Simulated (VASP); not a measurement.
**NaH13O7: single point with r2SCAN**

The system is NaH13O7.

```
O H Na
1.0
     6.62822    0.00000    0.00000
     0.00000    6.62822    0.00000
     0.00000    0.00000    6.62822
O H Na
7 13 1
Direct
  0.73557 0.98241 0.52580
  0.68290 0.25616 0.86794
  0.35866 0.77443 0.82088
  0.04442 0.16341 0.31858
  0.47702 0.72967 0.24595
  0.99310 0.63614 0.69224
  0.27176 0.47566 0.43500
  0.83066 0.06003 0.43440
  0.65708 0.89616 0.43983
  0.77793 0.20853 0.97273
  0.69402 0.17011 0.74371
  0.33738 0.83781 0.69488
  0.24895 0.68014 0.83884
  0.14123 0.06134 0.34619
  0.12643 0.28342 0.36412
  0.40214 0.80903 0.15439
  0.38698 0.63601 0.32843
  0.08845 0.57509 0.59100
  0.94808 0.76253 0.61962
  0.39004 0.44967 0.51291
  0.63017 0.61412 0.90557
```

| Item | Value |
| --- | --- |
| Program | VASP 6.6.1 |
| Task | single point |
| Functional | r2SCAN |
| Potentials or basis | VASP PAW PBE potentials, release 64 (O, H, Na_pv) |
| Cutoff | 580 eV |
| k mesh | 1 × 1 × 1 |
| Occupations | fermi-dirac, width 0.05 eV |
| Spin | no spin polarisation |
| Dipole correction | no |
| Further INCAR settings | ALGO = Normal; EDIFF = 1e-06; NBANDS = 47 |

| Quantity | Value |
| --- | --- |
| Pressure | -1.1 GPa |
| Largest force | 1.866 eV/Å |

Forces on the atoms (eV/Å):
```
O    1.129  0.853 -0.062
O    0.423 -0.472 -0.068
O    0.709 -0.134  1.088
O   -0.248  0.577  0.085
O    1.752  0.130  0.328
O   -0.577  1.436 -1.042
O   -0.716  0.455 -0.028
H   -0.449 -0.440  0.701
H   -0.563 -0.362 -0.602
H   -0.609  0.109 -1.116
H    0.180  0.431  1.179
H   -0.323  0.328 -0.764
H   -0.678  0.178 -0.430
H    0.419 -0.920 -0.092
H   -0.107  0.469 -0.029
H   -0.819  0.575 -0.560
H   -0.761 -0.540 -0.256
H    0.098 -0.409  0.041
H    0.191 -1.209  0.925
H    0.274 -0.572  0.489
Na   0.674 -0.483  0.213
```

Stress tensor (GPa, compression positive):
```
-0.58 -0.22  0.82
-0.22 -1.03 -0.61
 0.82 -0.61 -1.84
```

Levels at points of the mesh, in eV from the Fermi level:
```csv
k point,band 27,band 28,band 29,band 30,band 31,band 32,band 33,band 34,band 35,band 36
"(0.00, 0.00, 0.00)",-2.84,-2.71,-2.52,-1.42,-1.25,2.66,5.57,6.09,6.36,6.44
```

Run time: 4.9 min on 1 thread of Intel Xeon 8259CL (shared host), peak memory 0.41 GiB.

Caveat: the k points lie up to 0.95 Å⁻¹ apart; the atoms stand as in a frame of molecular dynamics; the PAW data sets were made with another functional, which shifts forces and pressure a little.
